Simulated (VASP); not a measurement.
# CdSe in VASP: further runs, part 2 of 2

VASP 6.6.1. Earlier steps stand in the parts before.

**5. Single point, PBE (uniaxial z strain +4.4%)**

INCAR reads:

```
SYSTEM = CdSe
  ALGO = Normal
  EDIFF = 1E-6
  ENCUT = 500
  GGA = PE
  GGA_COMPAT = .FALSE.
  ISIF = 2
  ISMEAR = 0
  LASPH = .TRUE.
  LCHARG = .FALSE.
  LREAL = .FALSE.
  LWAVE = .FALSE.
  NBANDS = 16
  NELM = 120
  PREC = Accurate
  SIGMA = 0.01
```

KPOINTS reads:

```
k-points
0
G
  4 4 4
  0 0 0
```

POSCAR reads:

```
CdSe
1.0
    0.0000000000      3.0678017004      3.2015578546
    3.0678017004      0.0000000000      3.2015578546
    3.0678017004      3.0678017004      0.0000000000
Cd Se
1 1
Direct
    0.0000000000      0.0000000000      0.0000000000
    0.7500000000      0.7500000000      0.7500000000
```

Potentials or basis: VASP PAW PBE potentials, release 64 (Cd, Se).

Launch:

```console
cat potpaw_PBE.64/Cd/POTCAR potpaw_PBE.64/Se/POTCAR > POTCAR
mpirun -np 1 vasp_std > vasp.out
```

OUTCAR:

```text
SYSTEM = CdSe
   EDIFF = 1E-6
   ENCUT = 500
   GGA = PE
   ISIF = 2
   ISMEAR = 0
   LASPH = .TRUE.
   LREAL = .FALSE.
   NELM = 120
   PREC = Accurate

 ion  position               nearest neighbor table
   1  0.000  0.000  0.000-   2 2.70   2 2.70   2 2.70   2 2.70
   2  0.750  0.750  0.750-   1 2.70   1 2.70   1 2.70   1 2.70

  LATTYP: Found a body centered tetragonal cell.
 ALAT       =     4.3385267714
 C/A-ratio  =     1.4758732737

  Lattice vectors:

 A1 = (  -3.0678017004,   0.0000000000,   3.2015578546)
 A2 = (   3.0678017004,   0.0000000000,   3.2015578546)
 A3 = (   0.0000000000,   3.0678017004,  -3.2015578546)

Analysis of symmetry for initial positions (statically):
=====================================================================
 Subroutine PRICEL returns:
 Original cell was already a primitive cell.

 Routine SETGRP: Setting up the symmetry group for a
 body centered tetragonal supercell.

 Subroutine GETGRP returns: Found  8 space group operations
 (whereof  8 operations were pure point group operations)
 out of a pool of 16 trial point group operations.

The static configuration has the point symmetry D_2d.

Analysis of symmetry for dynamics (positions and initial velocities):
=====================================================================
 Subroutine PRICEL returns:
 Original cell was already a primitive cell.

 Routine SETGRP: Setting up the symmetry group for a
 body centered tetragonal supercell.

 Subroutine GETGRP returns: Found  8 space group operations
 (whereof  8 operations were pure point group operations)
 out of a pool of 16 trial point group operations.

The dynamic configuration has the point symmetry D_2d.

 Subroutine INISYM returns: Found  8 space group operations
 (whereof  8 operations are pure point group operations),
 and found     1 'primitive' translations

----------------------------------------------------------------------------------------

                                     Primitive cell

  volume of cell :      60.2623

  direct lattice vectors                    reciprocal lattice vectors
     0.000000000  3.067801700  3.201557855    -0.162983155  0.162983155  0.156173970
     3.067801700  0.000000000  3.201557855     0.162983155 -0.162983155  0.156173970
     3.067801700  3.067801700  0.000000000     0.162983155  0.162983155 -0.156173970

  length of vectors
     4.434115466  4.434115466  4.338526771     0.278419336  0.278419336  0.278419336

  position of ions in fractional coordinates (direct lattice)
     0.000000000  0.000000000  0.000000000
     0.750000000  0.750000000  0.750000000

  ion indices of the primitive-cell ions
   primitive index   ion index
                 1           1
                 2           2

----------------------------------------------------------------------------------------

 KPOINTS: k-points

Automatic generation of k-mesh.
 Grid dimensions read from file:
 generate k-points for:    4    4    4

 Generating k-lattice:

  Cartesian coordinates                     Fractional coordinates (reciprocal lattice)
    -0.040745789  0.040745789  0.039043492     0.250000000  0.000000000  0.000000000
     0.040745789 -0.040745789  0.039043492     0.000000000  0.250000000  0.000000000
     0.040745789  0.040745789 -0.039043492     0.000000000  0.000000000  0.250000000

  Length of vectors
     0.069604834  0.069604834  0.069604834

  Shift w.r.t. Gamma in fractional coordinates (k-lattice)
     0.000000000  0.000000000  0.000000000

 Subroutine IBZKPT returns following result:
 ===========================================

 Found     13 irreducible k-points:

 Following reciprocal coordinates:
            Coordinates               Weight
  0.000000  0.000000  0.000000      1.000000
  0.250000  0.000000  0.000000      8.000000
  0.500000  0.000000  0.000000      4.000000
  0.250000  0.250000  0.000000      2.000000
  0.500000  0.250000  0.000000      8.000000
 -0.250000  0.250000  0.000000      4.000000
  0.500000  0.500000  0.000000      1.000000
  0.250000  0.000000  0.250000      4.000000
  0.500000  0.000000  0.250000     16.000000
 -0.250000 -0.000000  0.250000      8.000000
 -0.250000  0.500000  0.250000      4.000000
  0.500000  0.000000  0.500000      2.000000
 -0.250000  0.250000  0.500000      2.000000
   k-points           NKPTS =     13   k-points in BZ     NKDIM =     13   number of bands    NBANDS=     16
   number of dos      NEDOS =    301   number of ions     NIONS =      2
   total plane-waves  NPLWV =  32768
   dimension x,y,z NGX =    32 NGY =   32 NGZ =   32
   dimension x,y,z NGXF=    64 NGYF=   64 NGZF=   64
   ions per type =               1   1
   NGX,Y,Z   is equivalent  to a cutoff of  12.00, 12.00, 12.26 a.u.
   NGXF,Y,Z  is equivalent  to a cutoff of  24.00, 24.00, 24.52 a.u.
 SYSTEM =  CdSe
   PREC   = accura    normal or accurate (medium, high low for compatibility)
   ISTART =      0    job   : 0-new  1-cont  2-samecut
   ICHARG =      2    charge: 1-file 2-atom 10-const
   ISPIN  =      1    spin polarized calculation?
   LNONCOLLINEAR =      F non collinear calculations
   LSORBIT =      F    spin-orbit coupling
   LASPH  =      T    aspherical Exc in radial PAW
   ENCUT  =  500.0 eV  36.75 Ry    6.06 a.u.   8.08  8.08  7.91*2*pi/ulx,y,z
   NELM   =    120;   NELMIN=  2; NELMDL= -5     # of ELM steps
   EDIFF  = 0.1E-05   stopping-criterion for ELM
   LREAL  =      F    real-space projection
   EDIFFG = 0.1E-04   stopping-criterion for IOM
   NSW    =      0    number of steps for IOM
   IBRION =     -1    ionic relax: 0-MD 1-quasi-New 2-CG
   NFREE  =      0    steps in history (QN), initial steepest desc. (CG)
   ISIF   =      2    stress and relaxation
   ISYM   =      2    0-nonsym 1-usesym 2-fastsym
   POTIM  = 0.5000    time-step for ionic-motion
   TEBEG  =    0.0;   TEEND  =   0.0 temperature during run
   PSTRESS=    0.0 pullay stress
   NELECT =      18.0000    total number of electrons
   NUPDOWN=      -1.0000    fix difference up-down
   EMIN   =  10.00;   EMAX   =-10.00  energy-range for DOS
   EFERMI =   0.00;   METHOD = LEGACY
   ISMEAR =     0;   SIGMA  =   0.01  broadening in eV -4-tet -1-fermi 0-gaus
   EFERMI_NEDOS =   21; number of points for ismear=-14 and -15
   IALGO  =     38    algorithm
   IMIX   =      4    mixing-type and parameters
     AMIX     =   0.40;   BMIX     =  1.00
     AMIX_MAG =   1.60;   BMIX_MAG =  1.00
  volume/ion in A,a.u.               =      30.13       203.34
  Fermi-wavevector in a.u.,A,eV,Ry     =   1.094335  2.067994 16.293922  1.197569
  Thomas-Fermi vector in A             =   2.230638
   LORBIT       =      0    0 simple, 1 ext, 2 COOP (PROOUT), +10 PAW based schemes
   GGA     = PE    functional components
   LHFCALC =     F    Hartree Fock is set to
   AEXX    =    0.0000 exact exchange contribution
   IVDW    =     0    specifies the selected vdW correction
   LEPSILON=     F    determine dielectric tensor
   LRPA    =     F    only Hartree local field effects (RPA)
 non-spin polarized calculation
 Gauss-broadening in eV      SIGMA  =   0.01
  energy-cutoff  :      500.00
  volume of cell :       60.26
 maximum number of plane-waves:      1540
   NGX = 17   NGY = 17   NGZ = 15

 number of electron      18.0000003 magnetization

 Free energy of the ion-electron system (eV)
  ---------------------------------------------------
  ext. energy  EPLUGINS =         0.00000000
  ---------------------------------------------------
  free energy    TOTEN  =        -5.45008787 eV

  energy without entropy =       -5.45008787  energy(sigma->0) =       -5.45008787

 E-fermi :   0.5565     XC(G=0):  -8.5664

 val. band max:        0.4902758653   @ k =   0.0000   0.0000   0.0000
 cond. band min:       0.8892042830   @ k =   0.0000   0.0000   0.0000
 fundamental gap:      0.3989284177
 Fermi energy:         0.5565080673

 k-point     1 :       0.0000    0.0000    0.0000
  band No.  band energies     occupation
      1     -11.7757      2.00000
      2      -7.3228      2.00000
      3      -7.3037      2.00000
      4      -7.3037      2.00000
      5      -7.0121      2.00000
      6      -7.0063      2.00000
[... 8 lines left out ...]
     15      11.0229      0.00000
     16      11.6830      0.00000
[... 210 lines left out ...]
 k-point    13 :      -0.2500    0.2500    0.5000
  band No.  band energies     occupation
      1     -11.3528      2.00000
      2      -7.1704      2.00000
      3      -7.1466      2.00000
      4      -7.0370      2.00000
      5      -7.0039      2.00000
      6      -6.5961      2.00000
[... 8 lines left out ...]
     15      12.8888      0.00000
     16      13.5862      0.00000

------------------------ aborting loop because EDIFF is reached ----------------------------------------

  FORCE on cell =-STRESS in cart. coord.  units (eV):
  Direction    XX          YY          ZZ          XY          YZ          ZX
  --------------------------------------------------------------------------------------
  -------------------------------------------------------------------------------------
  Total        0.0205410      0.0205410     -0.2977677      0.0000000     -0.0000000      0.0000000
  in kB        0.5461186      0.5461186     -7.9166653      0.0000000     -0.0000000      0.0000000
  external PRESSURE =      -2.2748093 kB  Pullay stress =       0.0000000 kB

 VOLUME and BASIS-vectors are now :
 -----------------------------------------------------------------------------
  energy-cutoff  :      500.00
  volume of cell :       60.26
      direct lattice vectors                 reciprocal lattice vectors
     0.000000000  3.067801700  3.201557855    -0.162983155  0.162983155  0.156173970
     3.067801700  0.000000000  3.201557855     0.162983155 -0.162983155  0.156173970
     3.067801700  3.067801700  0.000000000     0.162983155  0.162983155 -0.156173970

 POSITION                                       TOTAL-FORCE (eV/Angst)
 -----------------------------------------------------------------------------------
      0.00000      0.00000      0.00000        -0.000000     -0.000000      0.000000
      4.60170      4.60170      4.80234         0.000000      0.000000     -0.000000
 -----------------------------------------------------------------------------------
    total drift:                               -0.000000     -0.000000      0.000000

  FREE ENERGIE OF THE ION-ELECTRON SYSTEM (eV)
  ---------------------------------------------------
  free  energy   TOTEN  =        -5.4500878720 eV

  energy  without entropy=       -5.4500878720  energy(sigma->0) =       -5.45008787
```

Run time: 9 s. Hardware: 1 thread of Intel Xeon Platinum 8488C (Sapphire Rapids), shared host; peak memory 0.18 GiB.

What came out:

- Free energy: -5.4501 eV
- Pressure: -0.2 GPa
- Band gap on the k mesh: 0.40 eV, direct

Stress tensor (GPa, compression positive):
```
 0.05  0.00  0.00
 0.00  0.05  0.00
 0.00  0.00 -0.79
```

Levels at points of the mesh, in eV from the valence-band top:
| k point | band 7 | band 8 | band 9 | band 10 | band 11 | band 12 |
| --- | --- | --- | --- | --- | --- | --- |
| (0.00, 0.00, 0.00) | -0.14 | 0.00 | 0.00 | 0.40 | 5.86 | 5.86 |
| (0.50, 0.00, 0.00) | -4.05 | -0.79 | -0.61 | 2.23 | 6.23 | 6.50 |
| (0.50, 0.50, 0.00) | -3.98 | -1.56 | -1.56 | 3.28 | 3.84 | 8.52 |
| (0.50, 0.00, 0.50) | -3.76 | -1.75 | -1.70 | 3.16 | 3.50 | 8.87 |

Caveat: the k points lie up to 0.44 Å⁻¹ apart; the cell differs from its parent crystal (uniaxial z strain +4.4%).

**6. The runs side by side**

| cell | gap on the mesh (eV) | pressure (GPa) |
| --- | --- | --- |
| a = 4.170 Å, angles 60.0°, 2 atoms | 0.79 | 10.1 |
| a = 4.130 Å, angles 60.0°, 2 atoms | 0.85 | 12.9 |
| a = 4.339, b = 4.411, c = 4.411 Å, angles 58.9, 60.5, 60.5°, 2 atoms | 0.43 | 0.2 |
| a = 4.434, b = 4.434, c = 4.339 Å, angles 60.7, 60.7, 58.6°, 2 atoms | 0.40 | -0.2 |

Alike in all rows: task single point; level PBE; potentials or basis VASP PAW PBE potentials, release 64 (Cd, Se); no spin polarisation; k mesh 4 × 4 × 4; cutoff (eV) 500; smearing gaussian 0.01 eV.

Caveats: all runs use coarse meshes.

Total energies depend on the potentials used, so only differences within one code and one set of settings carry meaning.
